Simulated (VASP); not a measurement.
TaTe, 2 atoms in the cell. The structure is cubic, space group Fm-3m (No. 225). The conventional cell has a = 5.759 Å, b = 5.759 Å, c = 5.759 Å, α = 90.00°, β = 90.00°, γ = 90.00°. Ta (site symmetry m-3m) has 6 Te at 2.88 Å within 3.8 Å. Within 3.8 Å of Te (site symmetry m-3m) lie 6 Ta at 2.88 Å. 

| Item | Value |
| --- | --- |
| Program | VASP 6.6.1 |
| Task | single point |
| Functional | r2SCAN |
| Potentials or basis | VASP PAW PBE potentials, release 64 (Ta_pv, Te) |
| Cutoff | 520 eV |
| k mesh | 10 × 10 × 10 |
| Occupations | gaussian, width 0.05 eV |
| Spin | no spin polarisation |
| Dipole correction | no |
| Further INCAR settings | ALGO = Normal; EDIFF = 1e-06; NBANDS = 16 |

Potentials or basis: VASP PAW PBE potentials, release 64 (Ta_pv, Te).

Launch:

```console
$ cat potpaw_PBE.64/Ta_pv/POTCAR potpaw_PBE.64/Te/POTCAR > POTCAR
$ cp INCAR.step1 INCAR
$ mpirun -np 1 vasp_std > vasp.out
$ cp INCAR.step2 INCAR
$ mpirun -np 1 vasp_std > vasp.out
```

Hardware: 1 thread of Intel(R) Xeon(R) 6975P-C (Granite Rapids), on a shared host.

**Question.** How long does it take, and how much memory?

**Answer.** It took 62 s on 1 thread of Intel(R) Xeon(R) 6975P-C (Granite Rapids) (shared host), peak memory 0.19 GiB. Counts: k points 47.
